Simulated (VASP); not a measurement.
Sb, 2 atoms in the cell. The structure is trigonal, space group R-3m (No. 166). The conventional cell has a = 4.308 Å, b = 4.308 Å, c = 11.274 Å, α = 90.00°, β = 90.00°, γ = 120.00°. Within 3.8 Å of Sb (site symmetry 3m) lie 6 Sb at 2.91 to 3.35 Å. 

| Item | Value |
| --- | --- |
| Program | VASP 6.6.1 |
| Task | single point |
| Functional | PBE |
| Potentials or basis | VASP PAW PBE potentials, release 64 (Sb) |
| Cutoff | 520 eV |
| k mesh | 8 × 8 × 8 |
| Occupations | gaussian, width 0.014 eV |
| Spin | no spin polarisation |
| Dipole correction | no |
| Further INCAR settings | ALGO = Normal; EDIFF = 1e-06; NBANDS = 12 |

Potentials or basis: VASP PAW PBE potentials, release 64 (Sb).

The run is started by

```sh
$ cat potpaw_PBE.64/Sb/POTCAR > POTCAR
$ mpirun -np 1 vasp_std > vasp.out
```

Hardware: 1 thread of AMD EPYC 9R45 96-Core Processor (Zen 5) (shared host).

Task: How long does it take, and how much memory?

Result: It took 20 s on 1 thread of AMD EPYC 9R45 96-Core Processor (Zen 5), on a shared host, peak memory 0.19 GiB. Counts: scf iterations 11, k points 65.
